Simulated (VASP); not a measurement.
# AlN (P6_3mc) in VASP: a series of runs

Runs on AlN. Level: PBE. Tasks: single point.

Everything below comes from runs of VASP 6.6.1. Logs are shortened: lines on timing, memory, paths and dates and some standing lists are left out, and cuts for length are marked.

### Step 1. The cell of the first run

Symmetry: P6_3mc, No. 186, hexagonal system. The conventional cell has a = 3.054 Å, b = 3.054 Å, c = 4.894 Å, α = 90.00°, β = 90.00°, γ = 120.00°. Within 2.5 Å of Al (site symmetry 3m) lie 4 N at 1.86 to 1.87 Å. Within 2.5 Å of N (site symmetry 3m) lie 4 Al at 1.86 to 1.87 Å.

### Step 2. Single point, PBE (volume changed by -5%)

Input file INCAR:

```
SYSTEM = AlN
  PREC = Accurate
  ENCUT = 520
  EDIFF = 1E-6
  ISMEAR = 0
  SIGMA = 0.01
  LREAL = .FALSE.
  LASPH = .TRUE.
  NELM = 80
  ALGO = Normal
  ISIF = 2
  LWAVE = .FALSE.
  LCHARG = .TRUE.
  GGA = PE
  LELF = .TRUE.
  LVHAR = .TRUE.
  NBANDS = 16
```

Input file KPOINTS:

```
Automatic mesh
0
G
  6 6 2
  0 0 0
```

Input file POSCAR:

```
AlN
1.0
    3.0540279214      0.0000000000      0.0000000000
   -1.5270139607      2.6448657638      0.0000000000
    0.0000000000      0.0000000000      4.8941906431
Al N
2 2
Direct
    0.6666666667      0.3333333333      0.4992046637
    0.3333333333      0.6666666667      0.9992046637
    0.6666666667      0.3333333333      0.8807953363
    0.3333333333      0.6666666667      0.3807953363
```

Potentials or basis: VASP PAW PBE potentials, release 64 (Al, N).

Command:

```
cat potpaw_PBE.64/Al/POTCAR potpaw_PBE.64/N/POTCAR > POTCAR
mpirun -np 1 vasp_std > vasp.out
```

OUTCAR:

```text
SYSTEM = AlN
   PREC = Accurate
   ENCUT = 520
   EDIFF = 1E-6
   ISMEAR = 0
   LREAL = .FALSE.
   LASPH = .TRUE.
   NELM = 80
   ISIF = 2
   GGA = PE

 ion  position               nearest neighbor table
   1  0.667  0.333  0.499-   4 1.86   4 1.86   4 1.86   3 1.87   2 3.02   2 3.02   2 3.02   2 3.02
                             2 3.02   2 3.02
   2  0.333  0.667  0.999-   3 1.86   3 1.86   3 1.86   4 1.87   1 3.02   1 3.02   1 3.02   1 3.02
                             1 3.02   1 3.02
   3  0.667  0.333  0.881-   2 1.86   2 1.86   2 1.86   1 1.87
   4  0.333  0.667  0.381-   1 1.86   1 1.86   1 1.86   2 1.87

  LATTYP: Found a hexagonal cell.
 ALAT       =     3.0540279214
 C/A-ratio  =     1.6025363124

  Lattice vectors:

 A1 = (   3.0540279214,   0.0000000000,   0.0000000000)
 A2 = (  -1.5270139607,   2.6448657638,   0.0000000000)
 A3 = (   0.0000000000,   0.0000000000,   4.8941906431)

Analysis of symmetry for initial positions (statically):
=====================================================================
 Subroutine PRICEL returns:
 Original cell was already a primitive cell.

 Routine SETGRP: Setting up the symmetry group for a
 hexagonal supercell.

 Subroutine GETGRP returns: Found 12 space group operations
 (whereof  6 operations were pure point group operations)
 out of a pool of 24 trial point group operations.

The static configuration has the point symmetry C_3v.
 The point group associated with its full space group is C_6v.

Analysis of symmetry for dynamics (positions and initial velocities):
=====================================================================
 Subroutine PRICEL returns:
 Original cell was already a primitive cell.

 Routine SETGRP: Setting up the symmetry group for a
 hexagonal supercell.

 Subroutine GETGRP returns: Found 12 space group operations
 (whereof  6 operations were pure point group operations)
 out of a pool of 24 trial point group operations.

The dynamic configuration has the point symmetry C_3v.
 The point group associated with its full space group is C_6v.

 Subroutine INISYM returns: Found 12 space group operations
 (whereof  6 operations are pure point group operations),
 and found     1 'primitive' translations

----------------------------------------------------------------------------------------

                                     Primitive cell

  volume of cell :      39.5328

  direct lattice vectors                    reciprocal lattice vectors
     3.054027921  0.000000000  0.000000000     0.327436430  0.189045511  0.000000000
    -1.527013961  2.644865764  0.000000000     0.000000000  0.378091022  0.000000000
     0.000000000  0.000000000  4.894190643     0.000000000  0.000000000  0.204323876

  length of vectors
     3.054027921  3.054027921  4.894190643     0.378091022  0.378091022  0.204323876

  position of ions in fractional coordinates (direct lattice)
     0.666666667  0.333333333  0.499204664
     0.333333333  0.666666667  0.999204664
     0.666666667  0.333333333  0.880795336
     0.333333333  0.666666667  0.380795336

  ion indices of the primitive-cell ions
   primitive index   ion index
                 1           1
                 2           2
                 3           3
                 4           4

----------------------------------------------------------------------------------------

 KPOINTS: Automatic mesh

Automatic generation of k-mesh.
 Grid dimensions read from file:
 generate k-points for:    6    6    2

 Generating k-lattice:

  Cartesian coordinates                     Fractional coordinates (reciprocal lattice)
     0.054572738  0.031507585  0.000000000     0.166666667  0.000000000  0.000000000
     0.000000000  0.063015170  0.000000000     0.000000000  0.166666667  0.000000000
     0.000000000  0.000000000  0.102161938     0.000000000  0.000000000  0.500000000

  Length of vectors
     0.063015170  0.063015170  0.102161938

  Shift w.r.t. Gamma in fractional coordinates (k-lattice)
     0.000000000  0.000000000  0.000000000

 Subroutine IBZKPT returns following result:
 ===========================================

 Found     14 irreducible k-points:

 Following reciprocal coordinates:
            Coordinates               Weight
  0.000000  0.000000  0.000000      1.000000
  0.166667 -0.000000  0.000000      6.000000
  0.333333  0.000000  0.000000      6.000000
  0.500000  0.000000  0.000000      3.000000
  0.166667  0.166667  0.000000      6.000000
  0.333333  0.166667  0.000000     12.000000
  0.333333  0.333333  0.000000      2.000000
  0.000000  0.000000  0.500000      1.000000
  0.166667 -0.000000  0.500000      6.000000
  0.333333  0.000000  0.500000      6.000000
  0.500000  0.000000  0.500000      3.000000
  0.166667  0.166667  0.500000      6.000000
  0.333333  0.166667  0.500000     12.000000
  0.333333  0.333333  0.500000      2.000000
   k-points           NKPTS =     14   k-points in BZ     NKDIM =     14   number of bands    NBANDS=     16
   number of dos      NEDOS =    301   number of ions     NIONS =      4
   total plane-waves  NPLWV =  20736
   dimension x,y,z NGX =    24 NGY =   24 NGZ =   36
   dimension x,y,z NGXF=    48 NGYF=   48 NGZF=   72
   ions per type =               2   2
   NGX,Y,Z   is equivalent  to a cutoff of  13.06, 13.06, 12.23 a.u.
   NGXF,Y,Z  is equivalent  to a cutoff of  26.13, 26.13, 24.46 a.u.
 SYSTEM =  AlN
   PREC   = accura    normal or accurate (medium, high low for compatibility)
   ISTART =      0    job   : 0-new  1-cont  2-samecut
   ICHARG =      2    charge: 1-file 2-atom 10-const
   ISPIN  =      1    spin polarized calculation?
   LNONCOLLINEAR =      F non collinear calculations
   LSORBIT =      F    spin-orbit coupling
   LASPH  =      T    aspherical Exc in radial PAW
   ENCUT  =  520.0 eV  38.22 Ry    6.18 a.u.   5.68  5.68  9.10*2*pi/ulx,y,z
   NELM   =     80;   NELMIN=  2; NELMDL= -5     # of ELM steps
   EDIFF  = 0.1E-05   stopping-criterion for ELM
   LREAL  =      F    real-space projection
   EDIFFG = 0.1E-04   stopping-criterion for IOM
   NSW    =      0    number of steps for IOM
   IBRION =     -1    ionic relax: 0-MD 1-quasi-New 2-CG
   NFREE  =      0    steps in history (QN), initial steepest desc. (CG)
   ISIF   =      2    stress and relaxation
   ISYM   =      2    0-nonsym 1-usesym 2-fastsym
   POTIM  = 0.5000    time-step for ionic-motion
   TEBEG  =    0.0;   TEEND  =   0.0 temperature during run
   PSTRESS=    0.0 pullay stress
   NELECT =      16.0000    total number of electrons
   NUPDOWN=      -1.0000    fix difference up-down
   EMIN   =  10.00;   EMAX   =-10.00  energy-range for DOS
   EFERMI =   0.00;   METHOD = LEGACY
   ISMEAR =     0;   SIGMA  =   0.01  broadening in eV -4-tet -1-fermi 0-gaus
   EFERMI_NEDOS =   21; number of points for ismear=-14 and -15
   IALGO  =     38    algorithm
   IMIX   =      4    mixing-type and parameters
     AMIX     =   0.40;   BMIX     =  1.00
     AMIX_MAG =   1.60;   BMIX_MAG =  1.00
  volume/ion in A,a.u.               =       9.88        66.70
  Fermi-wavevector in a.u.,A,eV,Ry     =   1.210958  2.288378 19.951837  1.466419
  Thomas-Fermi vector in A             =   2.346488
   LORBIT       =      0    0 simple, 1 ext, 2 COOP (PROOUT), +10 PAW based schemes
   GGA     = PE    functional components
   LHFCALC =     F    Hartree Fock is set to
   AEXX    =    0.0000 exact exchange contribution
   IVDW    =     0    specifies the selected vdW correction
   LEPSILON=     F    determine dielectric tensor
   LRPA    =     F    only Hartree local field effects (RPA)
 non-spin polarized calculation
 Gauss-broadening in eV      SIGMA  =   0.01
  energy-cutoff  :      520.00
  volume of cell :       39.53
 maximum number of plane-waves:      1087
 NGX is ok and might be reduce to    24
   NGX = 11   NGY = 11   NGZ = 19

 number of electron      15.9999997 magnetization

 Free energy of the ion-electron system (eV)
  ---------------------------------------------------
  ext. energy  EPLUGINS =         0.00000000
  ---------------------------------------------------
  free energy    TOTEN  =       -29.63405324 eV

  energy without entropy =      -29.63405324  energy(sigma->0) =      -29.63405324

 E-fermi :   6.7615     XC(G=0): -11.1522

 val. band max:        6.6911993919   @ k =   0.0000   0.0000   0.0000
 cond. band min:      11.3957801965   @ k =   0.0000   0.0000   0.0000
 fundamental gap:      4.7045808046
 Fermi energy:         6.7614681115

 k-point     1 :       0.0000    0.0000    0.0000
  band No.  band energies     occupation
      1      -8.8309      2.00000
      2      -6.5130      2.00000
      3       0.4460      2.00000
      4       5.8096      2.00000
      5       5.8096      2.00000
      6       6.4695      2.00000
[... 8 lines left out ...]
     15      20.3771      0.00000
     16      20.3771      0.00000

 k-point     2 :       0.1667   -0.0000    0.0000
  band No.  band energies     occupation
      1      -8.4605      2.00000
      2      -6.3096      2.00000
      3       0.8809      2.00000
      4       4.3463      2.00000
      5       5.1777      2.00000
      6       5.3999      2.00000
[... 8 lines left out ...]
     15      19.6144      0.00000
     16      19.8510      0.00000

 k-point     3 :       0.3333    0.0000    0.0000
  band No.  band energies     occupation
      1      -7.4983      2.00000
      2      -5.9469      2.00000
      3       2.0360      2.00000
      4       2.0796      2.00000
      5       3.2847      2.00000
      6       4.7887      2.00000
[... 8 lines left out ...]
     15      19.3795      0.00000
     16      21.6618      0.00000
[... 172 lines left out ...]
 k-point    13 :       0.3333    0.1667    0.5000
  band No.  band energies     occupation
      1      -6.3260      2.00000
      2      -6.3260      2.00000
      3       1.3555      2.00000
      4       1.3555      2.00000
      5       3.9521      2.00000
      6       3.9521      2.00000
[... 8 lines left out ...]
     15      20.6774      0.00000
     16      20.6774      0.00000

 k-point    14 :       0.3333    0.3333    0.5000
  band No.  band energies     occupation
      1      -6.0773      2.00000
      2      -6.0773      2.00000
      3       1.7122      2.00000
      4       1.7122      2.00000
      5       2.6305      2.00000
      6       2.6305      2.00000
[... 8 lines left out ...]
     15      20.8619      0.00000
     16      20.8619      0.00000

------------------------ aborting loop because EDIFF is reached ----------------------------------------

  FORCE on cell =-STRESS in cart. coord.  units (eV):
  Direction    XX          YY          ZZ          XY          YZ          ZX
  --------------------------------------------------------------------------------------
  -------------------------------------------------------------------------------------
  Total        4.1110300      4.1110300      3.8851409      0.0000000     -0.0000000      0.0000000
  in kB      166.6110134    166.6110134    157.4562236      0.0000000     -0.0000000      0.0000000
  external PRESSURE =     163.5594168 kB  Pullay stress =       0.0000000 kB

 VOLUME and BASIS-vectors are now :
 -----------------------------------------------------------------------------
  energy-cutoff  :      520.00
  volume of cell :       39.53
      direct lattice vectors                 reciprocal lattice vectors
     3.054027921  0.000000000  0.000000000     0.327436430  0.189045511  0.000000000
    -1.527013961  2.644865764  0.000000000     0.000000000  0.378091022  0.000000000
     0.000000000  0.000000000  4.894190643     0.000000000  0.000000000  0.204323876

 POSITION                                       TOTAL-FORCE (eV/Angst)
 -----------------------------------------------------------------------------------
      1.52701      0.88162      2.44320        -0.000000      0.000000     -0.033083
     -0.00000      1.76324      4.89030         0.000000     -0.000000     -0.033083
      1.52701      0.88162      4.31078        -0.000000      0.000000      0.033083
     -0.00000      1.76324      1.86368         0.000000      0.000000      0.033083
 -----------------------------------------------------------------------------------
    total drift:                                0.000000      0.000000     -0.000053

  FREE ENERGIE OF THE ION-ELECTRON SYSTEM (eV)
  ---------------------------------------------------
  free  energy   TOTEN  =       -29.6340532418 eV

  energy  without entropy=      -29.6340532418  energy(sigma->0) =      -29.63405324
```

Wall time 4.9 s (1 thread of Intel Xeon 6975P-C, shared host); peak memory 0.14 GiB.

Results:

| Property | Result |
| --- | --- |
| Free energy | -29.6341 eV |
| Pressure | 16.4 GPa |
| Largest force | 0.033 eV/Å |
| Band gap on the k mesh | 4.70 eV, direct |

Forces in eV/Å, atoms in the order of the input:
```
Al   0.000  0.000 -0.033
Al   0.000  0.000 -0.033
N    0.000  0.000  0.033
N    0.000  0.000  0.033
```

Levels at points of the mesh, in eV from the valence-band top:
```csv
k point,band 5,band 6,band 7,band 8,band 9,band 10,band 11,band 12
"(0.00, 0.00, 0.00)",-0.88,-0.22,-0.22,0.00,4.70,7.16,11.07,11.57
"(0.50, 0.00, 0.00)",-3.47,-2.16,-1.85,-0.70,5.92,6.01,8.67,10.68
"(0.00, 0.00, 0.50)",-0.56,-0.56,-0.56,-0.56,6.96,6.96,10.78,10.78
"(0.50, 0.00, 0.50)",-1.51,-1.51,-1.41,-1.41,5.50,5.50,9.60,9.60
```

Caveat: the k points lie up to 0.64 Å⁻¹ apart.

### Step 3. Single point, PBE (volume changed by -10%)

Input file INCAR:

```
PREC     = Accurate       # precision mode
ENCUT    = 520            # plane-wave cutoff, eV
EDIFF    = 1E-6           # SCF threshold, eV
ISMEAR   = 0              # smearing method
SIGMA    = 0.01           # smearing width, eV
LREAL    = False          # projectors in reciprocal space
LASPH    = True           # aspherical terms in the spheres
NELM     = 60             # most SCF steps
ALGO     = Normal         # electronic algorithm
ISIF     = 2              # what is computed and relaxed
LWAVE    = False          # write WAVECAR
LCHARG   = False          # write CHGCAR
GGA      = PE             # functional
NBANDS   = 16             # bands
```

Input file KPOINTS:

```
Automatic mesh
0
Gamma
  6 6 2
```

Input file POSCAR:

```
AlN
1.0
    2.9994800058      0.0000000000      0.0000000000
   -1.4997400029      2.5976258831      0.0000000000
    0.0000000000      0.0000000000      4.8067756276
Al N
2 2
Direct
    0.6666666667      0.3333333333      0.4992046637
    0.3333333333      0.6666666667      0.9992046637
    0.6666666667      0.3333333333      0.8807953363
    0.3333333333      0.6666666667      0.3807953363
```

Potentials or basis: VASP PAW PBE potentials, release 64 (Al, N).

Command:

```
cat potpaw_PBE.64/Al/POTCAR potpaw_PBE.64/N/POTCAR > POTCAR
mpirun -np 1 vasp_std > vasp.out
```

It took 4.5 s on 1 thread of Intel Xeon 6975P-C, shared host; peak memory 0.15 GiB.

Results (log left out):

* Free energy: -29.3253 eV
* Pressure: 31.7 GPa
* Largest force: 0.060 eV/Å
* Band gap on the k mesh: 5.09 eV, indirect (least direct gap 5.21 eV)

Forces in eV/Å, atoms in the order of the input:
```
Al   0.000  0.000 -0.060
Al   0.000  0.000 -0.060
N    0.000  0.000  0.060
N    0.000  0.000  0.060
```

Stress tensor (GPa, compression positive):
```
32.32  0.00  0.00
 0.00 32.32  0.00
 0.00  0.00 30.36
```

Levels at points of the mesh, in eV from the valence-band top:
```tsv
k point	band 5	band 6	band 7	band 8	band 9	band 10	band 11	band 12
(0.00, 0.00, 0.00)	-0.90	-0.23	-0.23	0.00	5.21	7.65	11.53	11.96
(0.50, 0.00, 0.00)	-3.60	-2.23	-1.93	-0.72	6.03	6.21	9.16	11.08
(0.00, 0.00, 0.50)	-0.58	-0.58	-0.58	-0.58	7.45	7.45	11.25	11.25
(0.50, 0.00, 0.50)	-1.56	-1.56	-1.46	-1.46	5.68	5.68	9.94	9.94
```

Caveat: the k points lie up to 0.65 Å⁻¹ apart. A k mesh can miss the band edges.
